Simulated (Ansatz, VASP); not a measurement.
MnF2 in VASP and in Ansatz

```xyz
6
Lattice="4.8734 0.0000 0.0000 0.0000 4.8734 0.0000 0.0000 0.0000 3.3099" Properties=species:S:1:pos:R:3 pbc="T T T"
Mn    0.0000    0.0000    0.0000
Mn    2.4367    2.4367    1.6549
F     1.4864    1.4864    0.0000
F     0.9503    3.9231    1.6549
F     3.3870    3.3870    0.0000
F     3.9231    0.9503    1.6549
```

Alike in both runs: task single point; functional PBEsol; k mesh 4 × 4 × 6; occupations gaussian, width 0.05 eV; collinear spin; Hubbard terms Mn d U = 4.0 eV.

|  | VASP | Ansatz |
| --- | --- | --- |
| version | VASP 6.6.1 | Ansatz 0.2.0 |
| potentials or method | VASP PAW PBE potentials, release 64 (Mn_pv, F), cutoff 520 eV | scalar-relativistic, plane waves, PAW |
| valence electrons in the cell | 54 | 58 |

|  | VASP | Ansatz | Ansatz less VASP |
| --- | --- | --- | --- |
| gap on the k mesh at the Fermi level (eV) | 2.25 | 2.28 | +0.029 |
| least direct gap on the mesh (eV) | 2.25 | 2.28 | +0.029 |
| pressure (GPa) | 0.6 | 1.6 | +0.96 |
| traceless stress, the component that is largest in VASP (GPa) | -0.11 | 0.06 | +0.176 |
| rms of the force components (eV/Å) | 0.004 | 0.004 | -0.0003 |
| net moment per atom (μB) | 1.67 | 1.67 | 0.000 |
| size of the moment on the site where the two differ most (μB) | 4.68 | 4.23 | -0.460 |

VASP's potentials were made for PBE, not for PBEsol. Site moments also hang on the region over which each program counts them. The programs project onto different local orbitals, so the same U acts differently, and such runs can settle in different states. Atom by atom the forces differ by 0.000 eV/Å (rms over components). VASP's potentials hold 54 valence electrons a cell and Ansatz's 58, so a difference there can come from the potentials and not from the codes.
